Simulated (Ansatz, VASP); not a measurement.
## Two plane-wave programs on Bi2Se3

```
Bi Se
1.0
     4.14677    0.00000    0.00000
     0.00000    4.14677    0.00000
     0.00000    0.00000   11.02143
Bi Se
2 3
Direct
  0.00000 0.00000 0.00000
  0.50000 0.50000 0.50000
  0.00000 0.00000 0.50000
  0.00000 0.00000 0.76377
  0.00000 0.00000 0.23623
```

Alike in both runs: functional PBE; k mesh 4 × 4 × 2; occupations gaussian, width 0.1 eV; no spin polarisation.

Ansatz relaxed the structure, and its values are those at the end. VASP's run is a single point on that final structure, the one shown.

|  | VASP | Ansatz |
| --- | --- | --- |
| version | VASP 6.6.1 | Ansatz 0.2.0 |
| potentials or method | VASP PAW PBE potentials, release 64 (Bi_d, Se), cutoff 520 eV | scalar-relativistic, plane waves, PAW |
| valence electrons in the cell | 48 | 78 |

```tsv
	VASP	Ansatz	Ansatz less VASP
gap on the k mesh at the Fermi level (eV)	none	none	-
pressure (GPa)	0.0	0.1	+0.01
rms of the force components (eV/Å)	0.011	0.009	-0.0018
```

A gap of «none» marks a metal or a gap that the smearing closes. With one functional, cell and mesh, what is left measures potentials, basis and numerics. VASP's potentials hold 48 valence electrons a cell and Ansatz's 78, so a difference there can come from the potentials and not from the codes.

The k mesh is coarse, so the values compare programs but aren't converged. Spin-orbit coupling is off throughout.
